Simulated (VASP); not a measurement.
Wanted: the native input for a VASP 6.6.1 run.

```
Task                   : single point
Functional             : PBEsol
Potentials or basis    : VASP PAW PBE potentials, release 64 (Nb_sv, B)
Cutoff                 : 520 eV
k mesh                 : 15 × 15 × 12
Occupations            : gaussian, width 0.1 eV
Spin                   : no spin polarisation
Dipole correction      : no
Further INCAR settings : ALGO = Normal; EDIFF = 1e-07; NBANDS = 16
```

The structure of NbB2 lies in POSCAR:

```
NbB2
1.0
    3.0049414829      0.0000000000      0.0000000000
   -1.5024707415      2.6023556611      0.0000000000
    0.0000000000      0.0000000000      3.1762302909
Nb B
1 2
Direct
    0.0000000000      0.0000000000      0.0000000000
    0.3333333333      0.6666666667      0.5000000000
    0.6666666667      0.3333333333      0.5000000000
```

This cell differs from its parent crystal: volume scaled by 0.91, then relaxed in part.

The input as run:

INCAR

```
SYSTEM = NbB2
PREC = Accurate
ENCUT = 520
EDIFF = 1E-7
ISMEAR = 0
SIGMA = 0.1
LREAL = .FALSE.
LASPH = .TRUE.
NELM = 60
ALGO = Normal
ISIF = 2
LWAVE = .FALSE.
LCHARG = .FALSE.
GGA = PS
NBANDS = 16
```

KPOINTS

```
regular mesh
0
G
  15 15 12
  0 0 0
```

Potentials or basis: VASP PAW PBE potentials, release 64 (Nb_sv, B).

Command:

```console
$ cat potpaw_PBE.64/Nb_sv/POTCAR potpaw_PBE.64/B/POTCAR > POTCAR
$ mpirun -np 1 vasp_std > vasp.out
```

Results of the run:

The pressure is 34.1 GPa.

Caveat: the PAW data sets were made with another functional, which shifts forces and pressure a little.

Run time: 80 s on 1 thread of Intel Xeon 8259CL, with other jobs on the host, peak memory 0.2 GiB.
